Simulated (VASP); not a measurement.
Write the native input for VASP 6.6.1 that does the following.

| Quantity | Value |
| --- | --- |
| Task | single point |
| Functional | PBE |
| Potentials or basis | VASP PAW PBE potentials, release 64 (Li_sv) |
| Cutoff | 520 eV |
| k mesh | 4 × 4 × 4 |
| Occupations | methfessel-paxton, width 0.1 eV |
| Spin | no spin polarisation |
| Dipole correction | no |
| Further INCAR settings | ALGO = Fast; EDIFF = 1e-07; NBANDS = 12 |

The structure of Li lies in POSCAR:

```
Li
1.0
    1.5504989657      0.8951809952      7.5883000000
   -1.5504989657      0.8951809952      7.5883000000
    0.0000000000     -1.7903619905      7.5883000000
Li
3
Direct
    0.0000000000      0.0000000000      0.0000000000
    0.2220000000      0.2220000000      0.2220000000
    0.7780000000      0.7780000000      0.7780000000
```

One way to write it, as run:

INCAR

```
SYSTEM = Li
  ALGO = Fast
  EDIFF = 1E-7
  ENCUT = 520
  GGA = PE
  ISIF = 2
  ISMEAR = 1
  LASPH = .TRUE.
  LCHARG = .FALSE.
  LREAL = .FALSE.
  LWAVE = .FALSE.
  NBANDS = 12
  NELM = 100
  PREC = Accurate
  SIGMA = 0.1
```

KPOINTS

```
k-points
0
G
  4 4 4
  0 0 0
```

Potentials or basis: VASP PAW PBE potentials, release 64 (Li_sv).

Command:

```console
$ cat potpaw_PBE.64/Li_sv/POTCAR > POTCAR
$ mpirun -np 1 vasp_std > vasp.out
```

It gave:

```yaml
Largest_force: 0.008 eV/Å
```

Caveat: the k points lie up to 0.59 Å⁻¹ apart.

It took 69 s on 1 thread of AMD EPYC 9R45 96-Core Processor (Zen 5) (shared host), peak memory 0.38 GiB.
